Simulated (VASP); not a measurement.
# SnO (Cmme) in VASP: single point with LDA

Aim: the single point of SnO with LDA.

All numbers are computed with VASP 6.6.1; they aren't measurements. Logs are shortened: lines on timing, memory, paths and dates and some standing lists are left out, and cuts for length are marked.

## Step 1: The cell of the first run

The typed cell holds 8 atoms: a = 3.731 Å, b = 3.731 Å, c = 9.851 Å, α = 90.00°, β = 90.00°, γ = 90.02°.

## Step 2: Single point, LDA

INCAR reads:

```
PREC     = Accurate       # precision mode
ENCUT    = 520            # plane-wave cutoff, eV
EDIFF    = 1E-6           # SCF threshold, eV
ISMEAR   = -1             # smearing method
SIGMA    = 0.05           # smearing width, eV
LREAL    = F              # projectors in reciprocal space
LASPH    = T              # aspherical terms in the spheres
NELM     = 60             # most SCF steps
ALGO     = Normal         # electronic algorithm
ISIF     = 2              # what is computed and relaxed
LWAVE    = F              # write WAVECAR
LCHARG   = F              # write CHGCAR
GGA      = CA             # functional
NBANDS   = 50             # bands
```

KPOINTS reads:

```
regular mesh
0
Gamma
  6 6 2
```

POSCAR reads:

```
SnO
1.0
    2.6375784181     -2.6384303342      0.0000000000
    2.6375784181      2.6384303342      0.0000000000
    0.0000000000      0.0000000000      9.8509638187
Sn O
4 4
Direct
    0.7500075842      0.2499924158      0.8684623508
    0.2499924158      0.7500075842      0.1315376492
    0.7499924158      0.2500075842      0.3684623508
    0.2500075842      0.7499924158      0.6315376492
    0.2499955679      0.2500044321      0.2500000000
    0.7500044321      0.7499955679      0.7500000000
    0.2500044321      0.2499955679      0.7500000000
    0.7499955679      0.7500044321      0.2500000000
```

Potentials or basis: VASP PAW LDA potentials, release 64 (Sn_d, O).

The run is started by

```
> cat potpaw_LDA.64/Sn_d/POTCAR potpaw_LDA.64/O/POTCAR > POTCAR
> mpirun -np 1 vasp_std > vasp.out
```

OUTCAR:

```text
PREC = Accurate
   ENCUT = 520
   EDIFF = 1E-6
   ISMEAR = -1
   LREAL = F
   LASPH = T
   NELM = 60
   ISIF = 2
   GGA = CA

 ion  position               nearest neighbor table
   1  0.750  0.250  0.868-   6 2.20   7 2.20   6 2.20   7 2.20   4 3.52   4 3.52   4 3.52   4 3.52
                             2 3.70   2 3.70   2 3.70   2 3.70
   2  0.250  0.750  0.132-   5 2.20   8 2.20   8 2.20   5 2.20   3 3.52   3 3.52   3 3.52   3 3.52
                             1 3.70   1 3.70   1 3.70   1 3.70
   3  0.750  0.250  0.368-   5 2.20   8 2.20   5 2.20   8 2.20   2 3.52   2 3.52   2 3.52   2 3.52
                             4 3.70   4 3.70   4 3.70   4 3.70
   4  0.250  0.750  0.632-   6 2.20   7 2.20   7 2.20   6 2.20   1 3.52   1 3.52   1 3.52   1 3.52
                             3 3.70   3 3.70   3 3.70   3 3.70
   5  0.250  0.250  0.250-   2 2.20   3 2.20   2 2.20   3 2.20
   6  0.750  0.750  0.750-   1 2.20   4 2.20   4 2.20   1 2.20
   7  0.250  0.250  0.750-   1 2.20   4 2.20   1 2.20   4 2.20
   8  0.750  0.750  0.250-   2 2.20   3 2.20   3 2.20   2 2.20

  LATTYP: Found a base centered orthorhombic cell.
 ALAT       =     5.2751568362
 B/A-ratio  =     1.0003229918
 C/A-ratio  =     1.8674257704

  Lattice vectors:

 A1 = (   2.6375784181,  -2.6384303342,   0.0000000000)
 A2 = (   2.6375784181,   2.6384303342,   0.0000000000)
 A3 = (   0.0000000000,   0.0000000000,   9.8509638187)

Analysis of symmetry for initial positions (statically):
=====================================================================
 Subroutine PRICEL returns:
 Original cell was already a primitive cell.

 Routine SETGRP: Setting up the symmetry group for a
 base centered orthorhombic supercell.

 Subroutine GETGRP returns: Found  8 space group operations
 (whereof  4 operations were pure point group operations)
 out of a pool of  8 trial point group operations.

The static configuration has the point symmetry C_2h.
 The point group associated with its full space group is D_2h.

Analysis of symmetry for dynamics (positions and initial velocities):
=====================================================================
 Subroutine PRICEL returns:
 Original cell was already a primitive cell.

 Routine SETGRP: Setting up the symmetry group for a
 base centered orthorhombic supercell.

 Subroutine GETGRP returns: Found  8 space group operations
 (whereof  4 operations were pure point group operations)
 out of a pool of  8 trial point group operations.

The dynamic configuration has the point symmetry C_2h.
 The point group associated with its full space group is D_2h.

 Subroutine INISYM returns: Found  8 space group operations
 (whereof  4 operations are pure point group operations),
 and found     1 'primitive' translations

----------------------------------------------------------------------------------------

                                     Primitive cell

  volume of cell :     137.1070

  direct lattice vectors                    reciprocal lattice vectors
     2.637578418 -2.638430334  0.000000000     0.189567823 -0.189506614  0.000000000
     2.637578418  2.638430334  0.000000000     0.189567823  0.189506614  0.000000000
     0.000000000  0.000000000  9.850963819     0.000000000  0.000000000  0.101512910

  length of vectors
     3.730701615  3.730701615  9.850963819     0.268046109  0.268046109  0.101512910

  position of ions in fractional coordinates (direct lattice)
     0.750007584  0.249992416  0.868462351
     0.249992416  0.750007584  0.131537649
     0.749992416  0.250007584  0.368462351
     0.250007584  0.749992416  0.631537649
     0.249995568  0.250004432  0.250000000
     0.750004432  0.749995568  0.750000000
     0.250004432  0.249995568  0.750000000
     0.749995568  0.750004432  0.250000000

  ion indices of the primitive-cell ions
   primitive index   ion index
                 1           1
                 2           2
                 3           3
                 4           4
                 5           5
                 6           6
                 7           7
                 8           8

----------------------------------------------------------------------------------------

 KPOINTS: regular mesh

Automatic generation of k-mesh.
 Grid dimensions read from file:
 generate k-points for:    6    6    2

 Generating k-lattice:

  Cartesian coordinates                     Fractional coordinates (reciprocal lattice)
     0.031594637 -0.031584436  0.000000000     0.166666667 -0.000000000  0.000000000
     0.031594637  0.031584436  0.000000000    -0.000000000  0.166666667  0.000000000
     0.000000000  0.000000000  0.050756455     0.000000000  0.000000000  0.500000000

  Length of vectors
     0.044674352  0.044674352  0.050756455

  Shift w.r.t. Gamma in fractional coordinates (k-lattice)
     0.000000000  0.000000000  0.000000000

 Subroutine IBZKPT returns following result:
 ===========================================

 Found     26 irreducible k-points:

 Following reciprocal coordinates:
            Coordinates               Weight
  0.000000  0.000000  0.000000      1.000000
  0.166667  0.000000  0.000000      4.000000
  0.333333  0.000000  0.000000      4.000000
  0.500000  0.000000  0.000000      2.000000
  0.166667  0.166667  0.000000      2.000000
  0.333333  0.166667  0.000000      4.000000
[... 16 lines left out ...]
  0.333333  0.333333  0.500000      2.000000
  0.500000  0.333333  0.500000      4.000000
 [... further k-points ...]
   k-points           NKPTS =     26   k-points in BZ     NKDIM =     26   number of bands    NBANDS=     50
   number of dos      NEDOS =    301   number of ions     NIONS =      8
   total plane-waves  NPLWV =  62720
   dimension x,y,z NGX =    28 NGY =   28 NGZ =   80
   dimension x,y,z NGXF=    56 NGYF=   56 NGZF=  160
   ions per type =               4   4
   NGX,Y,Z   is equivalent  to a cutoff of  12.48, 12.48, 13.50 a.u.
   NGXF,Y,Z  is equivalent  to a cutoff of  24.95, 24.95, 27.00 a.u.
 SYSTEM =  unknown system
   PREC   = accura    normal or accurate (medium, high low for compatibility)
   ISTART =      0    job   : 0-new  1-cont  2-samecut
   ICHARG =      2    charge: 1-file 2-atom 10-const
   ISPIN  =      1    spin polarized calculation?
   LNONCOLLINEAR =      F non collinear calculations
   LSORBIT =      F    spin-orbit coupling
   LASPH  =      T    aspherical Exc in radial PAW
   ENCUT  =  520.0 eV  38.22 Ry    6.18 a.u.   6.94  6.94 18.32*2*pi/ulx,y,z
   NELM   =     60;   NELMIN=  2; NELMDL= -5     # of ELM steps
   EDIFF  = 0.1E-05   stopping-criterion for ELM
   LREAL  =      F    real-space projection
[... 7 lines left out ...]
   TEBEG  =    0.0;   TEEND  =   0.0 temperature during run
   PSTRESS=    0.0 pullay stress
   NELECT =      80.0000    total number of electrons
   NUPDOWN=      -1.0000    fix difference up-down
   EMIN   =  10.00;   EMAX   =-10.00  energy-range for DOS
   EFERMI =   0.00;   METHOD = LEGACY
   ISMEAR =    -1;   SIGMA  =   0.05  broadening in eV -4-tet -1-fermi 0-gaus
   EFERMI_NEDOS =   21; number of points for ismear=-14 and -15
   IALGO  =     38    algorithm
   IMIX   =      4    mixing-type and parameters
     AMIX     =   0.40;   BMIX     =  1.00
     AMIX_MAG =   1.60;   BMIX_MAG =  1.00
  volume/ion in A,a.u.               =      17.14       115.66
  Fermi-wavevector in a.u.,A,eV,Ry     =   1.367996  2.585138 25.462131  1.871414
  Thomas-Fermi vector in A             =   2.493999
   LORBIT       =      0    0 simple, 1 ext, 2 COOP (PROOUT), +10 PAW based schemes
   GGA     = CA    functional components
   LHFCALC =     F    Hartree Fock is set to
   AEXX    =    0.0000 exact exchange contribution
   IVDW    =     0    specifies the selected vdW correction
   LEPSILON=     F    determine dielectric tensor
   LRPA    =     F    only Hartree local field effects (RPA)
 non-spin polarized calculation
  energy-cutoff  :      520.00
  volume of cell :      137.11
 maximum number of plane-waves:      3720
   NGX = 13   NGY = 13   NGZ = 37

 number of electron      80.0000004 magnetization

 Free energy of the ion-electron system (eV)
  ---------------------------------------------------
  ext. energy  EPLUGINS =         0.00000000
  ---------------------------------------------------
  free energy    TOTEN  =       -51.41019926 eV

  energy without entropy =      -51.40473202  energy(sigma->0) =      -51.40746564

 E-fermi :   7.2582     XC(G=0): -10.7636

 val. band max:        7.2131222488   @ k =   0.5000   0.5000   0.0000
 cond. band min:       7.2996004894   @ k =   0.0000   0.0000   0.0000
 fundamental gap:      0.0864782405
 Fermi energy:         7.2581864065

 k-point     1 :       0.0000    0.0000    0.0000
  band No.  band energies     occupation
      1     -14.8157      2.00000
      2     -14.7994      2.00000
      3     -14.3660      2.00000
      4     -14.3491      2.00000
      5     -14.3376      2.00000
      6     -14.3374      2.00000
[... 42 lines left out ...]
     49      12.7008      0.00000
     50      12.7022      0.00000

 k-point     2 :       0.1667    0.0000    0.0000
  band No.  band energies     occupation
      1     -14.8024      2.00000
      2     -14.7912      2.00000
      3     -14.3981      2.00000
      4     -14.3694      2.00000
      5     -14.3328      2.00000
      6     -14.3302      2.00000
[... 42 lines left out ...]
     49      12.4757      0.00000
     50      12.8937      0.00000

 k-point     3 :       0.3333    0.0000    0.0000
  band No.  band energies     occupation
      1     -14.7673      2.00000
      2     -14.7657      2.00000
      3     -14.5839      2.00000
      4     -14.5566      2.00000
      5     -14.3269      2.00000
      6     -14.3181      2.00000
[... 1102 lines left out ...]
     49      13.0772      0.00000
     50      13.0772      0.00000

 k-point    24 :       0.5000    0.3333    0.5000
  band No.  band energies     occupation
      1     -14.7517      2.00000
      2     -14.7517      2.00000
      3     -14.7514      2.00000
      4     -14.7514      2.00000
      5     -14.3008      2.00000
      6     -14.3008      2.00000
[... 42 lines left out ...]
     49      13.5967      0.00000
     50      13.5973      0.00000

 [... further k-points ...]

------------------------ aborting loop because EDIFF is reached ----------------------------------------

  FORCE on cell =-STRESS in cart. coord.  units (eV):
  Direction    XX          YY          ZZ          XY          YZ          ZX
  --------------------------------------------------------------------------------------
  -------------------------------------------------------------------------------------
  Total        1.1391038      1.0908476     -1.2817030      0.0000000      0.0000000      0.0000000
  in kB       13.3111064     12.7472034    -14.9774633      0.0000000      0.0000000      0.0000000
  external PRESSURE =       3.6936155 kB  Pullay stress =       0.0000000 kB

 VOLUME and BASIS-vectors are now :
 -----------------------------------------------------------------------------
  energy-cutoff  :      520.00
  volume of cell :      137.11
      direct lattice vectors                 reciprocal lattice vectors
     2.637578418 -2.638430334  0.000000000     0.189567823 -0.189506614  0.000000000
     2.637578418  2.638430334  0.000000000     0.189567823  0.189506614  0.000000000
     0.000000000  0.000000000  9.850963819     0.000000000  0.000000000  0.101512910

 POSITION                                       TOTAL-FORCE (eV/Angst)
 -----------------------------------------------------------------------------------
      2.63758     -1.31926      8.55519         0.000000      0.000097      0.125184
      2.63758      1.31926      1.29577         0.000000     -0.000097     -0.125184
      2.63758     -1.31918      3.62971         0.000000     -0.000097      0.125184
      2.63758      1.31918      6.22125         0.000000      0.000097     -0.125184
      1.31879      0.00002      2.46274         0.000000      0.000061      0.000000
      3.95637     -0.00002      7.38822         0.000000     -0.000061      0.000000
      1.31879     -0.00002      7.38822         0.000000     -0.000061      0.000000
      3.95637      0.00002      2.46274         0.000000      0.000061     -0.000000
 -----------------------------------------------------------------------------------
    total drift:                               -0.000000      0.000000     -0.000000

  FREE ENERGIE OF THE ION-ELECTRON SYSTEM (eV)
  ---------------------------------------------------
  free  energy   TOTEN  =       -51.4101992623 eV

  energy  without entropy=      -51.4047320151  energy(sigma->0) =      -51.40746564
```

Run time: 2.4 min. Hardware: 1 thread of Intel Xeon Platinum 8259CL at 2.50GHz (Skylake/Cascade Lake), shared host; peak memory 0.27 GiB.

Results:

```yaml
Free_energy: -51.4102 eV
Pressure: 0.4 GPa
Largest_force: 0.125 eV/Å
Band_gap_on_the_k_mesh: zero (bands 40 and 41 overlap by 0.09 eV)
```

Forces in eV/Å, atoms in the order of the input:
```
Sn   0.000  0.000  0.125
Sn   0.000  0.000 -0.125
Sn   0.000  0.000  0.125
Sn   0.000  0.000 -0.125
O    0.000  0.000  0.000
O    0.000  0.000  0.000
O    0.000  0.000  0.000
O    0.000  0.000  0.000
```

Levels at points of the mesh, in eV from the Fermi level:
```
           k point  band 38  band 39  band 40  band 41  band 42  band 43
(0.00, 0.00, 0.00)    -3.25    -2.60     0.04     1.66     2.15     2.93
(0.50, 0.00, 0.00)    -2.95    -1.95    -1.95     2.36     2.36     2.97
(0.50, 0.50, 0.00)    -2.62    -2.05    -2.04    -0.05    -0.05     2.18
(0.00, 0.00, 0.50)    -3.31    -0.74    -0.74     1.67     1.67     3.50
(0.50, 0.00, 0.50)    -2.42    -2.42    -2.42     2.66     2.66     2.66
(0.50, 0.50, 0.50)    -2.44    -2.44    -2.44     0.78     0.78     0.78
```

Caveat: semilocal functionals underestimate gaps, and a narrow one can read as zero; spin-orbit coupling is left out, which moves the levels of the heavy elements.

The gap in the log of VASP goes by the Fermi energy; the results here count the filled bands.